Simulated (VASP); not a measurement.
Write the native input for VASP 6.6.1 that does the following.

```yaml
Task: single point
Functional: PBE
Potentials_or_basis: VASP PAW PBE potentials, release 64 (Sr_sv, O)
Cutoff: 520 eV
k_mesh: 8 × 8 × 8
Occupations: gaussian, width 0.05 eV
Spin: no spin polarisation
Dipole_correction: no
Further_INCAR_settings: ALGO = Normal; EDIFF = 1e-07; NBANDS = 15
```

The structure of SrO lies in POSCAR:

```
SrO
1.0
    0.0000000000      2.6083470000      2.6468940000
    2.6083470000      0.0000000000      2.6468940000
    2.6083470000      2.6083470000      0.0000000000
Sr O
1 1
Direct
    0.0000000000      0.0000000000      0.0000000000
    0.5000000000      0.5000000000      0.5000000000
```

This cell differs from its parent crystal: strain +0.015 along x and y, +0.030 along z.

The input as run:

INCAR

```
SYSTEM = SrO
PREC = Accurate ; ENCUT = 520
EDIFF = 1E-7 ; ISMEAR = 0
SIGMA = 0.05 ; LREAL = .False.
LASPH = .True. ; NELM = 60
ALGO = Normal ; ISIF = 2
LWAVE = .False. ; LCHARG = .True.
GGA = PE ; LELF = .True.
LVHAR = .True. ; NBANDS = 15
```

KPOINTS

```
regular mesh
0
Gamma
  8 8 8
  0 0 0
```

Potentials or basis: VASP PAW PBE potentials, release 64 (Sr_sv, O).

Launch:

```sh
$ cat potpaw_PBE.64/Sr_sv/POTCAR potpaw_PBE.64/O/POTCAR > POTCAR
$ mpirun -np 1 vasp_std > vasp.out
```

Results of the run:

* Pressure: -1.7 GPa
* Band gap on the k mesh: 3.26 eV, indirect (least direct gap 3.38 eV)

Caveat: the cell differs from its parent crystal (strain +0.015 along x and y, +0.030 along z).

It took 27 s on 1 thread of Intel Xeon 6975P-C (shared host), peak memory 0.18 GiB.
